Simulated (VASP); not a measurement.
# Se (R-3) in VASP: single point with PBE+D3(BJ)

Aim: the single point of Se with PBE+D3(BJ).

All numbers are computed with VASP 6.6.1; they aren't measurements. Logs are shortened: lines on timing, memory, paths and dates and some standing lists are left out, and cuts for length are marked.

### Step 1. The cell of the first run

Symmetry: R-3, No. 148, trigonal system. The conventional cell has a = 10.855 Å, b = 10.855 Å, c = 4.441 Å, α = 90.00°, β = 90.00°, γ = 120.00°. Se (site symmetry 1) has 5 Se at 2.43 to 3.23 Å within 3.3 Å.

### Step 2. Single point, PBE+D3(BJ)

File INCAR:

```
SYSTEM = Se
  PREC = Accurate
  ENCUT = 520
  EDIFF = 1E-7
  ISMEAR = 0
  SIGMA = 0.02
  LREAL = .FALSE.
  LASPH = .TRUE.
  NELM = 100
  ALGO = Normal
  ISIF = 2
  LWAVE = .FALSE.
  LCHARG = .FALSE.
  GGA = PE
  IVDW = 12
  NBANDS = 27
```

File KPOINTS:

```
regular mesh
0
G
  9 9 9
  0 0 0
```

File POSCAR:

```
Se
1.0
    5.4273801558      3.1334993939      1.4802237911
   -5.4273801558      3.1334993939      1.4802237911
    0.0000000000     -6.2669987879      1.4802237910
Se
6
Direct
    0.8308693623      0.6960566965      0.0842417400
    0.6960566965      0.0842417400      0.8308693623
    0.0842417400      0.8308693623      0.6960566965
    0.1691306377      0.3039433035      0.9157582600
    0.3039433035      0.9157582600      0.1691306377
    0.9157582600      0.1691306377      0.3039433035
```

Potentials or basis: VASP PAW PBE potentials, release 64 (Se).

Run with:

```sh
> cat potpaw_PBE.64/Se/POTCAR > POTCAR
> mpirun -np 1 vasp_std > vasp.out
```

OUTCAR:

```text
SYSTEM = Se
   PREC = Accurate
   ENCUT = 520
   EDIFF = 1E-7
   ISMEAR = 0
   LREAL = .FALSE.
   LASPH = .TRUE.
   NELM = 100
   ISIF = 2
   GGA = PE
   IVDW = 12
 IVDW          = 12

 ion  position               nearest neighbor table
   1  0.831  0.696  0.084-   5 2.43   6 2.43
   2  0.696  0.084  0.831-   4 2.43   6 2.43
   3  0.084  0.831  0.696-   4 2.43   5 2.43
   4  0.169  0.304  0.916-   2 2.43   3 2.43
   5  0.304  0.916  0.169-   1 2.43   3 2.43
   6  0.916  0.169  0.304-   1 2.43   2 2.43

  LATTYP: Found a trigonal (rhomboedric) cell.
 ALAT       =     6.4394360218
 COS(alpha) =    -0.4207406778

  Lattice vectors:

 A1 = (   5.4273801558,   3.1334993939,   1.4802237911)
 A2 = (  -5.4273801558,   3.1334993939,   1.4802237911)
 A3 = (   0.0000000000,  -6.2669987879,   1.4802237910)

Analysis of symmetry for initial positions (statically):
=====================================================================
 Subroutine PRICEL returns:
 Original cell was already a primitive cell.

 Routine SETGRP: Setting up the symmetry group for a
 trigonal (rhombohedral) supercell.

 Subroutine GETGRP returns: Found  6 space group operations
 (whereof  6 operations were pure point group operations)
 out of a pool of 12 trial point group operations.

The static configuration has the point symmetry S_6 .

Analysis of symmetry for dynamics (positions and initial velocities):
=====================================================================
 Subroutine PRICEL returns:
 Original cell was already a primitive cell.

 Routine SETGRP: Setting up the symmetry group for a
 trigonal (rhombohedral) supercell.

 Subroutine GETGRP returns: Found  6 space group operations
 (whereof  6 operations were pure point group operations)
 out of a pool of 12 trial point group operations.

The dynamic configuration has the point symmetry S_6 .

 Subroutine INISYM returns: Found  6 space group operations
 (whereof  6 operations are pure point group operations),
 and found     1 'primitive' translations

----------------------------------------------------------------------------------------

                                     Primitive cell

  volume of cell :     151.0423

  direct lattice vectors                    reciprocal lattice vectors
     5.427380156  3.133499394  1.480223791     0.092125480  0.053188670  0.225191174
    -5.427380156  3.133499394  1.480223791    -0.092125480  0.053188670  0.225191174
     0.000000000 -6.266998788  1.480223791     0.000000000 -0.106377341  0.225191174

  length of vectors
     6.439436022  6.439436022  6.439436022     0.249052612  0.249052612  0.249052612

  position of ions in fractional coordinates (direct lattice)
     0.830869362  0.696056697  0.084241740
     0.696056697  0.084241740  0.830869362
     0.084241740  0.830869362  0.696056697
     0.169130638  0.303943303  0.915758260
     0.303943303  0.915758260  0.169130638
     0.915758260  0.169130638  0.303943303

  ion indices of the primitive-cell ions
   primitive index   ion index
                 1           1
                 2           2
                 3           3
                 4           4
                 5           5
                 6           6

----------------------------------------------------------------------------------------

 KPOINTS: regular mesh

Automatic generation of k-mesh.
 Grid dimensions read from file:
 generate k-points for:    9    9    9

 Generating k-lattice:

  Cartesian coordinates                     Fractional coordinates (reciprocal lattice)
     0.010236164  0.005909852  0.025021242     0.111111111  0.000000000  0.000000000
    -0.010236164  0.005909852  0.025021242     0.000000000  0.111111111  0.000000000
     0.000000000 -0.011819705  0.025021242     0.000000000  0.000000000  0.111111111

  Length of vectors
     0.027672512  0.027672512  0.027672512

  Shift w.r.t. Gamma in fractional coordinates (k-lattice)
     0.000000000  0.000000000  0.000000000

 Subroutine IBZKPT returns following result:
 ===========================================

 Found    125 irreducible k-points:

 Following reciprocal coordinates:
            Coordinates               Weight
  0.000000  0.000000  0.000000      1.000000
  0.111111 -0.000000  0.000000      6.000000
  0.222222 -0.000000 -0.000000      6.000000
  0.333333  0.000000 -0.000000      6.000000
  0.444444 -0.000000 -0.000000      6.000000
  0.111111  0.111111  0.000000      6.000000
[... 16 lines left out ...]
  0.444444  0.222222  0.000000      6.000000
 -0.444444 -0.000000 -0.222222      6.000000
 [... further k-points ...]
   k-points           NKPTS =    125   k-points in BZ     NKDIM =    125   number of bands    NBANDS=     27
   number of dos      NEDOS =    301   number of ions     NIONS =      6
   total plane-waves  NPLWV = 110592
   dimension x,y,z NGX =    48 NGY =   48 NGZ =   48
   dimension x,y,z NGXF=    96 NGYF=   96 NGZF=   96
   ions per type =               6
   NGX,Y,Z   is equivalent  to a cutoff of  12.39, 12.39, 12.39 a.u.
   NGXF,Y,Z  is equivalent  to a cutoff of  24.78, 24.78, 24.78 a.u.
 SYSTEM =  Se
   PREC   = accura    normal or accurate (medium, high low for compatibility)
   ISTART =      0    job   : 0-new  1-cont  2-samecut
   ICHARG =      2    charge: 1-file 2-atom 10-const
   ISPIN  =      1    spin polarized calculation?
   LNONCOLLINEAR =      F non collinear calculations
   LSORBIT =      F    spin-orbit coupling
   LASPH  =      T    aspherical Exc in radial PAW
   ENCUT  =  520.0 eV  38.22 Ry    6.18 a.u.  11.97 11.97 11.97*2*pi/ulx,y,z
   NELM   =    100;   NELMIN=  2; NELMDL= -5     # of ELM steps
   EDIFF  = 0.1E-06   stopping-criterion for ELM
   LREAL  =      F    real-space projection
   EDIFFG = 0.1E-05   stopping-criterion for IOM
   NSW    =      0    number of steps for IOM
   IBRION =     -1    ionic relax: 0-MD 1-quasi-New 2-CG
   NFREE  =      0    steps in history (QN), initial steepest desc. (CG)
   ISIF   =      2    stress and relaxation
   ISYM   =      2    0-nonsym 1-usesym 2-fastsym
   POTIM  = 0.5000    time-step for ionic-motion
   TEBEG  =    0.0;   TEEND  =   0.0 temperature during run
   PSTRESS=    0.0 pullay stress
   NELECT =      36.0000    total number of electrons
   NUPDOWN=      -1.0000    fix difference up-down
   EMIN   =  10.00;   EMAX   =-10.00  energy-range for DOS
   EFERMI =   0.00;   METHOD = LEGACY
   ISMEAR =     0;   SIGMA  =   0.02  broadening in eV -4-tet -1-fermi 0-gaus
   EFERMI_NEDOS =   21; number of points for ismear=-14 and -15
   IALGO  =     38    algorithm
   IMIX   =      4    mixing-type and parameters
     AMIX     =   0.40;   BMIX     =  1.00
     AMIX_MAG =   1.60;   BMIX_MAG =  1.00
  volume/ion in A,a.u.               =      25.17       169.88
  Fermi-wavevector in a.u.,A,eV,Ry     =   1.015024  1.918117 14.017716  1.030273
  Thomas-Fermi vector in A             =   2.148285
   LORBIT       =      0    0 simple, 1 ext, 2 COOP (PROOUT), +10 PAW based schemes
   GGA     = PE    functional components
   LHFCALC =     F    Hartree Fock is set to
   AEXX    =    0.0000 exact exchange contribution
   IVDW    =    12    specifies the selected vdW correction
   LEPSILON=     F    determine dielectric tensor
   LRPA    =     F    only Hartree local field effects (RPA)
 non-spin polarized calculation
 Gauss-broadening in eV      SIGMA  =   0.02
  energy-cutoff  :      520.00
  volume of cell :      151.04
 maximum number of plane-waves:      4084
   NGX = 23   NGY = 23   NGZ = 23

 number of electron      36.0000000 magnetization

 Free energy of the ion-electron system (eV)
  ---------------------------------------------------
  ext. energy  EPLUGINS =         0.00000000
  ---------------------------------------------------
  free energy    TOTEN  =       -20.66648401 eV

  energy without entropy =      -20.66648401  energy(sigma->0) =      -20.66648401

 E-fermi :   3.2025     XC(G=0):  -9.2612

 val. band max:        3.1198122147   @ k =  -0.3333   0.0000  -0.1111
 cond. band min:       4.1048977690   @ k =   0.2222  -0.1111  -0.2222
 fundamental gap:      0.9850855542
 Fermi energy:         3.2024558064

 k-point     1 :       0.0000    0.0000    0.0000
  band No.  band energies     occupation
      1     -12.6311      2.00000
      2     -10.4739      2.00000
      3     -10.4739      2.00000
      4      -8.7749      2.00000
      5      -8.7749      2.00000
      6      -7.7659      2.00000
[... 19 lines left out ...]
     26       9.3453      0.00000
     27       9.9355      0.00000

 k-point     2 :       0.1111   -0.0000    0.0000
  band No.  band energies     occupation
      1     -12.5796      2.00000
      2     -10.5347      2.00000
      3     -10.4872      2.00000
      4      -8.8109      2.00000
      5      -8.7006      2.00000
      6      -7.7335      2.00000
[... 19 lines left out ...]
     26       9.5260      0.00000
     27       9.8240      0.00000

 k-point     3 :       0.2222   -0.0000   -0.0000
  band No.  band energies     occupation
      1     -12.4358      2.00000
      2     -10.6883      2.00000
      3     -10.5231      2.00000
      4      -8.8843      2.00000
      5      -8.5190      2.00000
      6      -7.6895      2.00000
[... 19 lines left out ...]
     26       9.9128      0.00000
     27      10.0038      0.00000

 k-point     4 :       0.3333    0.0000   -0.0000
  band No.  band energies     occupation
      1     -12.2360      2.00000
      2     -10.8812      2.00000
      3     -10.5672      2.00000
      4      -8.9475      2.00000
      5      -8.3114      2.00000
      6      -7.7004      2.00000
[... 19 lines left out ...]
     26      10.2013      0.00000
     27      10.5179      0.00000

 k-point     5 :       0.4444   -0.0000   -0.0000
  band No.  band energies     occupation
      1     -12.0662      2.00000
      2     -11.0390      2.00000
      3     -10.5975      2.00000
      4      -8.9810      2.00000
      5      -8.1610      2.00000
      6      -7.7490      2.00000
[... 19 lines left out ...]
     26      10.6775      0.00000
     27      10.9445      0.00000

 k-point     6 :       0.1111    0.1111    0.0000
  band No.  band energies     occupation
      1     -12.4751      2.00000
      2     -10.5819      2.00000
      3     -10.5311      2.00000
      4      -8.7609      2.00000
      5      -8.6423      2.00000
      6      -7.7714      2.00000
[... 444 lines left out ...]
      1     -11.9837      2.00000
      2     -11.0792      2.00000
      3     -10.7362      2.00000
      4      -8.7874      2.00000
      5      -8.4470      2.00000
      6      -7.5457      2.00000
[... 19 lines left out ...]
     26      10.6013      0.00000
     27      11.2489      0.00000

 k-point    22 :      -0.3333   -0.0000   -0.2222
  band No.  band energies     occupation
      1     -11.9848      2.00000
      2     -11.0688      2.00000
      3     -10.7464      2.00000
      4      -8.8263      2.00000
      5      -8.3830      2.00000
      6      -7.5707      2.00000
[... 19 lines left out ...]
     26      10.4769      0.00000
     27      11.0735      0.00000

 k-point    23 :       0.4444    0.2222    0.0000
  band No.  band energies     occupation
      1     -11.9787      2.00000
      2     -11.2137      2.00000
      3     -10.7206      2.00000
      4      -8.8557      2.00000
      5      -8.4355      2.00000
      6      -7.3802      2.00000
[... 19 lines left out ...]
     26      10.1441      0.00000
     27      10.4756      0.00000

 k-point    24 :      -0.4444   -0.0000   -0.2222
  band No.  band energies     occupation
      1     -11.9858      2.00000
      2     -11.1705      2.00000
      3     -10.7621      2.00000
      4      -8.9637      2.00000
      5      -8.2146      2.00000
      6      -7.4944      2.00000
[... 19 lines left out ...]
     26       9.8224      0.00000
     27      10.7073      0.00000

 [... further k-points ...]

------------------------ aborting loop because EDIFF is reached ----------------------------------------

 Edisp (eV)   -2.06111

 E8    (eV) :    -0.8488

  FORCE on cell =-STRESS in cart. coord.  units (eV):
  Direction    XX          YY          ZZ          XY          YZ          ZX
  --------------------------------------------------------------------------------------
  -------------------------------------------------------------------------------------
  Total       0.12660     0.12660     0.03766    -0.00000     0.00000     0.00000
  in kB       1.34290     1.34290     0.39951    -0.00001     0.00000     0.00000
  external pressure =        1.03 kB  Pullay stress =        0.00 kB

 VOLUME and BASIS-vectors are now :
 -----------------------------------------------------------------------------
  energy-cutoff  :      520.00
  volume of cell :      151.04
      direct lattice vectors                 reciprocal lattice vectors
     5.427380156  3.133499394  1.480223791     0.092125480  0.053188670  0.225191174
    -5.427380156  3.133499394  1.480223791    -0.092125480  0.053188670  0.225191174
     0.000000000 -6.266998788  1.480223791     0.000000000 -0.106377341  0.225191174

 POSITION                                       TOTAL-FORCE (eV/Angst)
 -----------------------------------------------------------------------------------
      0.73168      4.25668      2.38489         0.002692     -0.013102     -0.014425
      3.32055     -2.76199      2.38489        -0.012693      0.004219     -0.014425
     -4.05223     -1.49469      2.38489         0.010001      0.008883     -0.014425
     -0.73168     -4.25668      2.05578        -0.002692      0.013102      0.014425
     -3.32055      2.76199      2.05578         0.012693     -0.004219      0.014425
      4.05223      1.49469      2.05578        -0.010001     -0.008883      0.014425
 -----------------------------------------------------------------------------------
    total drift:                               -0.000000      0.000000     -0.000000

  FREE ENERGIE OF THE ION-ELECTRON SYSTEM (eV)
  ---------------------------------------------------
  free  energy   TOTEN  =       -22.7275905882 eV

  energy  without entropy=      -22.7275905882  energy(sigma->0) =      -22.72759059
```

Run time: 5.9 min. Hardware: 1 thread of Intel Xeon Platinum 8375C at 2.90GHz (Ice Lake), shared host; peak memory 0.55 GiB.

What came out:

```yaml
Free_energy: -22.7276 eV
Pressure: 0.1 GPa
Largest_force: 0.020 eV/Å
Band_gap_on_the_k_mesh: 0.99 eV (least direct gap 1.04 eV)
Dispersion_energy_per_atom: -0.344 eV
```

Forces on the atoms (eV/Å):
```
Se   0.003 -0.013 -0.014
Se  -0.013  0.004 -0.014
Se   0.010  0.009 -0.014
Se  -0.003  0.013  0.014
Se   0.013 -0.004  0.014
Se  -0.010 -0.009  0.014
```

Levels at points of the mesh, in eV from the valence-band top:
```tsv
k point	band 14	band 15	band 16	band 17	band 18	band 19	band 20	band 21	band 22	band 23
(0.00, 0.00, 0.00)	-1.54	-0.90	-0.90	-0.55	-0.55	2.00	2.00	2.38	2.55	2.81
```

Caveat: an odd mesh through Γ misses points on the zone boundary, where band edges can lie.
